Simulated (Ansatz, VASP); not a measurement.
One calculation of Co, two programs

Contents of INCAR:

```
SYSTEM = Co
PREC = Accurate ; ENCUT = 520
EDIFF = 1E-8 ; ISMEAR = -1
SIGMA = 0.05 ; LREAL = .FALSE.
LASPH = .TRUE. ; NELM = 150
ALGO = Normal ; ISIF = 2
LWAVE = .FALSE. ; LCHARG = .FALSE.
ISPIN = 2 ; MAGMOM = 2 2
LORBIT = 11 ; LMAXMIX = 4
GGA = PE ; LEFG = .TRUE.
NBANDS = 20
```

Contents of KPOINTS:

```
Automatic mesh
0
G
  19 19 10
  0 0 0
```

File POSCAR:

```
Co
1.0
    2.4675782595      0.0000000000      0.0000000000
   -1.2337891298      2.1369854586      0.0000000000
    0.0000000000      0.0000000000      4.0074867708
Co
2
Direct
    0.3333333333      0.6666666667      0.2500000000
    0.6666666667      0.3333333333      0.7500000000
```

Input for Ansatz:

```yaml
crystal:
  lattice:
    - [2.4675782595, 0.0, 0.0]
    - [-1.2337891298, 2.1369854586, 0.0]
    - [0.0, 0.0, 4.0074867708]
  atoms:
    - { symbol: Co, position: [0.3333333333, 0.6666666667, 0.25], spin: 2.0 }
    - { symbol: Co, position: [0.6666666667, 0.3333333333, 0.75], spin: 2.0 }
magnetization:
  spin_polarized: true
kpoints:
  mp_grid: { grid: [19, 19, 10] }
scf:
  occupations: { method: fermi_dirac, width: 0.05 }
hamiltonian:
  xc: pbe
  pseudopotentials: { kind: all_electron, datasets: crystal }
output:
  forces: true
  stress: true
  eigenvalues: true
  efg: { contact_densities: true }
```

Change from the starting cell: volume scaled by 0.94, crystal datasets.

Alike in both runs: task electric field gradients; functional PBE; k mesh 19 × 19 × 10; occupations fermi-dirac, width 0.05 eV; collinear spin.

```csv
,VASP,Ansatz
version,VASP 6.6.1,Ansatz 0.2.0
potentials or method,"VASP PAW PBE potentials, release 64 (Co), cutoff 520 eV","all-electron PAW with datasets made for the crystal, scalar-relativistic"
```

|  | VASP | Ansatz | Ansatz less VASP |
| --- | --- | --- | --- |
| pressure (GPa) | 5.3 | 6.1 | +0.80 |
| traceless stress, the component that is largest in VASP (GPa) | -1.12 | -1.09 | +0.028 |
| net moment per atom (μB) | 1.58 | 1.59 | +0.009 |
| size of the moment on the site where the two differ most (μB) | 1.60 | 1.66 | +0.067 |
| size of Vzz on the site where it differs most (V/Å²) | 2.6 | 2.1 | -0.51 |

Site moments also hang on the region over which each program counts them. Ansatz ran all-electron here, and VASP with PAW potentials.
